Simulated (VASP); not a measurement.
Input of a VASP 6.6.1 run:

The input INCAR:

```
SYSTEM = CdS
PREC = Accurate
ENCUT = 500
EDIFF = 1E-6
ISMEAR = 1
SIGMA = 0.064
LREAL = .FALSE.
LASPH = .TRUE.
NELM = 120
ALGO = Normal
ISIF = 2
LWAVE = .FALSE.
LCHARG = .FALSE.
GGA = PE
NBANDS = 16
GGA_COMPAT = .FALSE.
```

The input KPOINTS:

```
Automatic mesh
0
G
  4 4 4
  0 0 0
```

Contents of POSCAR:

```
CdS
1.0
    0.0000000000      2.7532440000      2.7532440000
    2.7532440000      0.0000000000      2.7532440000
    2.7532440000      2.7532440000      0.0000000000
Cd S
1 1
Direct
    0.0000000000      0.0000000000      0.0000000000
    0.5000000000      0.5000000000      0.5000000000
```

Potentials or basis: VASP PAW PBE potentials, release 64 (Cd, S).

The run is started by

```console
$ cat potpaw_PBE.64/Cd/POTCAR potpaw_PBE.64/S/POTCAR > POTCAR
$ mpirun -np 1 vasp_std > vasp.out
```

Problem. Estimate the pressure.

Solution. 0.3 GPa.

Problem. Estimate the band gap on the k mesh.

Solution. 0.21 eV, indirect (least direct gap 1.50 eV).

Caveat: the k points lie up to 0.49 Å⁻¹ apart. A k mesh can miss the band edges.
